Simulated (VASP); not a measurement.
# SnO2 (C2/m) in VASP: single point with LDA

Aim: the single point of SnO2 with LDA.

Everything below comes from runs of VASP 6.6.1. Logs are shortened: lines on timing, memory, paths and dates and some standing lists are left out, and cuts for length are marked.

## (1) The cell of the first run

Symmetry: C2/m, No. 12, monoclinic system. The conventional cell has a = 6.802 Å, b = 6.599 Å, c = 3.187 Å, α = 90.00°, β = 92.41°, γ = 90.00°. Sn (site symmetry 2/m) has 6 O at 2.05 to 2.08 Å within 2.7 Å. Within 2.7 Å of Sn (site symmetry 2/m) lie 6 O at 2.02 to 2.11 Å. O (site symmetry m) has 3 Sn at 2.03 to 2.11 Å and 1 O at 2.64 Å within 2.7 Å. O (site symmetry 2) has 3 Sn at 2.02 to 2.05 Å and 1 O at 2.57 Å within 2.7 Å.

## (2) Single point, LDA (equal xy, yz and zx shear strains of +3 %)

Contents of INCAR:

```
ALGO = Normal
EDIFF = 1E-6
ENCUT = 520
GGA = CA
ISIF = 2
ISMEAR = -1
LASPH = T
LCHARG = F
LREAL = F
LWAVE = F
NBANDS = 35
NELM = 60
PREC = Accurate
SIGMA = 0.03
```

Contents of KPOINTS:

```
k-points
0
Gamma
  4 4 6
```

Contents of POSCAR:

```
SnO2
1.0
    4.7373500000      0.0710602500      0.0710602500
    0.0710602500      4.7373500000      0.0710602500
    0.0477960000      0.0477960000      3.1864000000
Sn O
2 4
Direct
    0.0000000000      0.0000000000      0.0000000000
    0.5000000000      0.5000000000      0.5000000000
    0.3056200000      0.3056200000      0.0000000000
    0.1943800000      0.8056200000      0.5000000000
    0.6943800000      0.6943800000      0.0000000000
    0.8056200000      0.1943800000      0.5000000000
```

Potentials or basis: VASP PAW LDA potentials, release 64 (Sn_d, O).

The run is started by

```sh
> cat potpaw_LDA.64/Sn_d/POTCAR potpaw_LDA.64/O/POTCAR > POTCAR
> mpirun -np 1 vasp_std > vasp.out
```

OUTCAR:

```text
EDIFF = 1E-6
   ENCUT = 520
   GGA = CA
   ISIF = 2
   ISMEAR = -1
   LASPH = T
   LREAL = F
   NELM = 60
   PREC = Accurate

 ion  position               nearest neighbor table
   1  0.000  0.000  0.000-   4 2.05   6 2.05   4 2.05   6 2.05   5 2.08   3 2.08   2 3.66   2 3.66
                             2 3.66   2 3.66   2 3.69   2 3.69
   2  0.500  0.500  0.500-   4 2.02   6 2.02   3 2.03   5 2.03   3 2.11   5 2.11   1 3.66   1 3.66
                             1 3.66   1 3.66   1 3.69   1 3.69
   3  0.306  0.306  0.000-   2 2.03   1 2.08   2 2.11
   4  0.194  0.806  0.500-   2 2.02   1 2.05   1 2.05
   5  0.694  0.694  0.000-   2 2.03   1 2.08   2 2.11
   6  0.806  0.194  0.500-   2 2.02   1 2.05   1 2.05

  LATTYP: Found a base centered monoclinic cell.
 ALAT       =     6.8016039653
 B/A-ratio  =     0.9702314754
 C/A-ratio  =     0.4685831277
 COS(beta)  =    -0.0420942467

  Lattice vectors:

 A1 = (  -4.7373500000,  -0.0710602500,  -0.0710602500)
 A2 = (  -0.0710602500,  -4.7373500000,  -0.0710602500)
 A3 = (   0.0477960000,   0.0477960000,   3.1864000000)

Analysis of symmetry for initial positions (statically):
=====================================================================
 Subroutine PRICEL returns:
 Original cell was already a primitive cell.

 Routine SETGRP: Setting up the symmetry group for a
 base centered monoclinic supercell.

 Subroutine GETGRP returns: Found  4 space group operations
 (whereof  4 operations were pure point group operations)
 out of a pool of  4 trial point group operations.

The static configuration has the point symmetry C_2h.

Analysis of symmetry for dynamics (positions and initial velocities):
=====================================================================
 Subroutine PRICEL returns:
 Original cell was already a primitive cell.

 Routine SETGRP: Setting up the symmetry group for a
 base centered monoclinic supercell.

 Subroutine GETGRP returns: Found  4 space group operations
 (whereof  4 operations were pure point group operations)
 out of a pool of  4 trial point group operations.

The dynamic configuration has the point symmetry C_2h.

 Subroutine INISYM returns: Found  4 space group operations
 (whereof  4 operations are pure point group operations),
 and found     1 'primitive' translations

----------------------------------------------------------------------------------------

                                     Primitive cell

  volume of cell :      71.4629

  direct lattice vectors                    reciprocal lattice vectors
     4.737350000  0.071060250  0.071060250     0.211182105 -0.003120918 -0.003120918
     0.071060250  4.737350000  0.071060250    -0.003120918  0.211182105 -0.003120918
     0.047796000  0.047796000  3.186400000    -0.004639995 -0.004639995  0.313972993

  length of vectors
     4.738415784  4.738415784  3.187116859     0.211228222  0.211228222  0.314041557

  position of ions in fractional coordinates (direct lattice)
     0.000000000  0.000000000  0.000000000
     0.500000000  0.500000000  0.500000000
     0.305620000  0.305620000  0.000000000
     0.194380000  0.805620000  0.500000000
     0.694380000  0.694380000  0.000000000
     0.805620000  0.194380000  0.500000000

  ion indices of the primitive-cell ions
   primitive index   ion index
                 1           1
                 2           2
                 3           3
                 4           4
                 5           5
                 6           6

----------------------------------------------------------------------------------------

 KPOINTS: k-points

Automatic generation of k-mesh.
 Grid dimensions read from file:
 generate k-points for:    4    4    6

 Generating k-lattice:

  Cartesian coordinates                     Fractional coordinates (reciprocal lattice)
     0.052795526 -0.000780229 -0.000780229     0.250000000  0.000000000 -0.000000000
    -0.000780229  0.052795526 -0.000780229     0.000000000  0.250000000 -0.000000000
    -0.000773332 -0.000773332  0.052328832     0.000000000  0.000000000  0.166666667

  Length of vectors
     0.052807056  0.052807056  0.052340260

  Shift w.r.t. Gamma in fractional coordinates (k-lattice)
     0.000000000  0.000000000  0.000000000

 Subroutine IBZKPT returns following result:
 ===========================================

 Found     34 irreducible k-points:

 Following reciprocal coordinates:
            Coordinates               Weight
  0.000000  0.000000  0.000000      1.000000
  0.250000 -0.000000 -0.000000      4.000000
  0.500000 -0.000000 -0.000000      2.000000
  0.250000  0.250000 -0.000000      2.000000
  0.500000  0.250000  0.000000      4.000000
 -0.250000  0.250000  0.000000      2.000000
[... 16 lines left out ...]
  0.500000  0.250000  0.333333      4.000000
 -0.250000  0.250000  0.333333      4.000000
 [... further k-points ...]
   k-points           NKPTS =     34   k-points in BZ     NKDIM =     34   number of bands    NBANDS=     35
   number of dos      NEDOS =    301   number of ions     NIONS =      6
   total plane-waves  NPLWV =  31104
   dimension x,y,z NGX =    36 NGY =   36 NGZ =   24
   dimension x,y,z NGXF=    72 NGYF=   72 NGZF=   48
   ions per type =               2   4
   NGX,Y,Z   is equivalent  to a cutoff of  12.63, 12.63, 12.52 a.u.
   NGXF,Y,Z  is equivalent  to a cutoff of  25.26, 25.26, 25.04 a.u.
 SYSTEM =  unknown system
   PREC   = accura    normal or accurate (medium, high low for compatibility)
   ISTART =      0    job   : 0-new  1-cont  2-samecut
   ICHARG =      2    charge: 1-file 2-atom 10-const
   ISPIN  =      1    spin polarized calculation?
   LNONCOLLINEAR =      F non collinear calculations
   LSORBIT =      F    spin-orbit coupling
   LASPH  =      T    aspherical Exc in radial PAW
   ENCUT  =  520.0 eV  38.22 Ry    6.18 a.u.   8.81  8.81  5.93*2*pi/ulx,y,z
   NELM   =     60;   NELMIN=  2; NELMDL= -5     # of ELM steps
   EDIFF  = 0.1E-05   stopping-criterion for ELM
   LREAL  =      F    real-space projection
   EDIFFG = 0.1E-04   stopping-criterion for IOM
   NSW    =      0    number of steps for IOM
   IBRION =     -1    ionic relax: 0-MD 1-quasi-New 2-CG
   NFREE  =      0    steps in history (QN), initial steepest desc. (CG)
   ISIF   =      2    stress and relaxation
   ISYM   =      2    0-nonsym 1-usesym 2-fastsym
   POTIM  = 0.5000    time-step for ionic-motion
   TEBEG  =    0.0;   TEEND  =   0.0 temperature during run
   PSTRESS=    0.0 pullay stress
   NELECT =      52.0000    total number of electrons
   NUPDOWN=      -1.0000    fix difference up-down
   EMIN   =  10.00;   EMAX   =-10.00  energy-range for DOS
   EFERMI =   0.00;   METHOD = LEGACY
   ISMEAR =    -1;   SIGMA  =   0.03  broadening in eV -4-tet -1-fermi 0-gaus
   EFERMI_NEDOS =   21; number of points for ismear=-14 and -15
   IALGO  =     38    algorithm
   IMIX   =      4    mixing-type and parameters
     AMIX     =   0.40;   BMIX     =  1.00
     AMIX_MAG =   1.60;   BMIX_MAG =  1.00
  volume/ion in A,a.u.               =      11.91        80.38
  Fermi-wavevector in a.u.,A,eV,Ry     =   1.472479  2.782581 29.500057  2.168193
  Thomas-Fermi vector in A             =   2.587488
   LORBIT       =      0    0 simple, 1 ext, 2 COOP (PROOUT), +10 PAW based schemes
   GGA     = CA    functional components
   LHFCALC =     F    Hartree Fock is set to
   AEXX    =    0.0000 exact exchange contribution
   IVDW    =     0    specifies the selected vdW correction
   LEPSILON=     F    determine dielectric tensor
   LRPA    =     F    only Hartree local field effects (RPA)
 non-spin polarized calculation
  energy-cutoff  :      520.00
  volume of cell :       71.46
 maximum number of plane-waves:      1943
   NGX = 17   NGY = 17   NGZ = 11

 number of electron      51.9999982 magnetization

 Free energy of the ion-electron system (eV)
  ---------------------------------------------------
  ext. energy  EPLUGINS =         0.00000000
  ---------------------------------------------------
  free energy    TOTEN  =       -42.19373315 eV

  energy without entropy =      -42.19373315  energy(sigma->0) =      -42.19373315

 E-fermi :   6.4671     XC(G=0): -11.8062

 val. band max:        5.8934049949   @ k =   0.0000   0.0000   0.0000
 cond. band min:       7.0340142856   @ k =   0.0000   0.0000   0.0000
 fundamental gap:      1.1406092907
 Fermi energy:         6.4670608362

 k-point     1 :       0.0000    0.0000    0.0000
  band No.  band energies     occupation
      1     -15.1686      2.00000
      2     -14.3757      2.00000
      3     -14.1639      2.00000
      4     -14.1102      2.00000
      5     -14.0281      2.00000
      6     -13.9788      2.00000
[... 27 lines left out ...]
     34      18.0434      0.00000
     35      18.2311      0.00000

 k-point     2 :       0.2500   -0.0000   -0.0000
  band No.  band energies     occupation
      1     -15.0726      2.00000
      2     -14.4892      2.00000
      3     -14.1602      2.00000
      4     -14.1325      2.00000
      5     -14.0384      2.00000
      6     -13.9889      2.00000
[... 27 lines left out ...]
     34      17.8097      0.00000
     35      18.1586      0.00000

 k-point     3 :       0.5000   -0.0000   -0.0000
  band No.  band energies     occupation
      1     -14.8549      2.00000
      2     -14.7500      2.00000
      3     -14.1565      2.00000
      4     -14.1482      2.00000
      5     -14.0429      2.00000
      6     -13.9900      2.00000
[... 27 lines left out ...]
     34      17.9889      0.00000
     35      18.2920      0.00000
[... 723 lines left out ...]
 k-point    23 :       0.5000    0.2500    0.3333
  band No.  band energies     occupation
      1     -14.9770      2.00000
      2     -14.7361      2.00000
      3     -14.3585      2.00000
      4     -14.3102      2.00000
      5     -13.9898      2.00000
      6     -13.9645      2.00000
[... 27 lines left out ...]
     34      17.3812      0.00000
     35      18.1761      0.00000

 k-point    24 :      -0.2500    0.2500    0.3333
  band No.  band energies     occupation
      1     -15.0557      2.00000
      2     -14.6208      2.00000
      3     -14.4927      2.00000
      4     -14.1214      2.00000
      5     -13.9974      2.00000
      6     -13.9694      2.00000
[... 27 lines left out ...]
     34      17.8739      0.00000
     35      18.2413      0.00000

 [... further k-points ...]
[... 5 lines left out ...]
  --------------------------------------------------------------------------------------
  -------------------------------------------------------------------------------------
  Total        0.1244921      0.1244921      0.5677542     -2.7078748     -1.4984915     -1.4984914
  in kB        2.7910748      2.7910748     12.7288740    -60.7097225    -33.5957189    -33.5957181
  external PRESSURE =       6.1036746 kB  Pullay stress =       0.0000000 kB

 VOLUME and BASIS-vectors are now :
 -----------------------------------------------------------------------------
  energy-cutoff  :      520.00
  volume of cell :       71.46
      direct lattice vectors                 reciprocal lattice vectors
     4.737350000  0.071060250  0.071060250     0.211182105 -0.003120918 -0.003120918
     0.071060250  4.737350000  0.071060250    -0.003120918  0.211182105 -0.003120918
     0.047796000  0.047796000  3.186400000    -0.004639995 -0.004639995  0.313972993

 POSITION                                       TOTAL-FORCE (eV/Angst)
 -----------------------------------------------------------------------------------
      0.00000      0.00000      0.00000        -0.000000     -0.000000      0.000000
      2.42810      2.42810      1.66426        -0.000000     -0.000000      0.000000
      1.46955      1.46955      0.04343        -0.065694     -0.065694      0.315045
      1.00199      3.85421      1.66426        -0.130179      0.130179     -0.000000
      3.33886      3.33886      0.09869         0.065694      0.065694     -0.315045
      3.85421      1.00199      1.66426         0.130179     -0.130179     -0.000000
 -----------------------------------------------------------------------------------
    total drift:                                0.000000      0.000000      0.000000

  FREE ENERGIE OF THE ION-ELECTRON SYSTEM (eV)
  ---------------------------------------------------
  free  energy   TOTEN  =       -42.1937331518 eV

  energy  without entropy=      -42.1937331516  energy(sigma->0) =      -42.19373315
```

Wall time 33 s (1 thread of Intel Xeon Platinum 8559C (Emerald Rapids), shared host); peak memory 0.19 GiB.

Results:

```
Free energy            : -42.1937 eV
Pressure               : 0.6 GPa
Largest force          : 0.328 eV/Å
Band gap on the k mesh : 1.14 eV, direct
```

Forces on the atoms (eV/Å):
```
Sn   0.000  0.000  0.000
Sn   0.000  0.000  0.000
O   -0.066 -0.066  0.315
O   -0.130  0.130  0.000
O    0.066  0.066 -0.315
O    0.130 -0.130  0.000
```

Levels at points of the mesh, in eV from the valence-band top:
| k point | band 24 | band 25 | band 26 | band 27 | band 28 | band 29 |
| --- | --- | --- | --- | --- | --- | --- |
| (0.00, 0.00, 0.00) | -0.90 | -0.73 | 0.00 | 1.14 | 5.97 | 5.98 |
| (0.50, 0.00, 0.00) | -1.14 | -0.66 | -0.62 | 4.18 | 4.41 | 6.76 |
| (0.50, 0.50, 0.00) | -1.24 | -1.10 | -0.76 | 4.58 | 4.83 | 7.27 |
| (0.00, 0.00, 0.50) | -1.64 | -1.50 | -1.08 | 5.93 | 6.08 | 9.36 |
| (0.50, 0.00, 0.50) | -1.01 | -0.82 | -0.66 | 6.17 | 6.39 | 7.53 |
| (0.50, 0.50, 0.50) | -1.03 | -0.85 | -0.70 | 4.52 | 4.77 | 8.44 |

Caveat: the cell differs from its parent crystal (equal xy, yz and zx shear strains of +3 %); spin-orbit coupling is left out, which moves the levels of the heavy elements.
